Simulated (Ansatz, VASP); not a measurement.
## SnO: VASP beside Ansatz

The input INCAR:

```
  PREC = Accurate
  ENCUT = 1340
  EDIFF = 1E-6
  ISMEAR = 0
  SIGMA = 0.15
  LREAL = False
  LASPH = True
  NELM = 120
  ALGO = Normal
  ISIF = 2
  LWAVE = False
  LCHARG = True
  GGA = CA
  LELF = True
  LVHAR = True
  NBANDS = 28
  GGA_COMPAT = False
```

Contents of KPOINTS:

```
regular mesh
0
Gamma
  10 10 8
```

The input POSCAR:

```
SnO
1.0
    3.7093000000      0.0000000000      0.0000000000
    0.0000000000      3.7093000000      0.0000000000
    0.0000000000      0.0000000000      4.6562290729
Sn O
2 2
Direct
    0.0000000000      0.5000000000      0.2455950842
    0.5000000000      0.0000000000      0.7544049158
    0.0000000000      0.0000000000      0.0000000000
    0.5000000000      0.5000000000      0.0000000000
```

Input for Ansatz:

```yaml
crystal:
  lattice:
    - [3.7093, 0.0, 0.0]
    - [0.0, 3.7093, 0.0]
    - [0.0, 0.0, 4.6562290729]
  atoms:
    - { symbol: Sn, position: [0.0, 0.5, 0.2455950842] }
    - { symbol: Sn, position: [0.5, 0.0, 0.7544049158] }
    - { symbol: O, position: [0.0, 0.0, 0.0] }
    - { symbol: O, position: [0.5, 0.5, 0.0] }
basis:
  ecutwfc: 520.0
kpoints:
  mp_grid: { grid: [10, 10, 8] }
hamiltonian:
  xc: lda
  pseudopotentials: { kind: paw, azcp: { folder: soft_1 } }
scf:
  occupations: { method: gaussian, width: 0.15 }
output:
  forces: true
  stress: true
  eigenvalues: true
```

Alike in both runs: task single point; functional LDA; k mesh 10 × 10 × 8; occupations gaussian, width 0.15 eV; no spin polarisation.

|  | VASP | Ansatz |
| --- | --- | --- |
| version | VASP 6.6.1 | Ansatz 0.2.0 |
| potentials or method | VASP PAW LDA potentials, release 64 (Sn_d, O_h), cutoff 1340 eV | scalar-relativistic, plane waves, PAW |
| valence electrons in the cell | 40 | 40 |

```tsv
	VASP	Ansatz	Ansatz less VASP
gap on the k mesh at the Fermi level (eV)	none	none	-
pressure (GPa)	4.2	3.7	-0.53
traceless stress, the component that is largest in VASP (GPa)	-1.31	-1.32	-0.007
rms of the force components (eV/Å)	0.220	0.161	-0.0592
```

Ansatz warns that its potentials were made for another functional, while VASP's fit it. LDA's correlation is that of Perdew and Zunger in VASP and of Perdew and Wang (1992) in Ansatz. Atom by atom the forces differ by 0.059 eV/Å (rms over components). A gap of «none» marks a metal or a gap that the smearing closes.
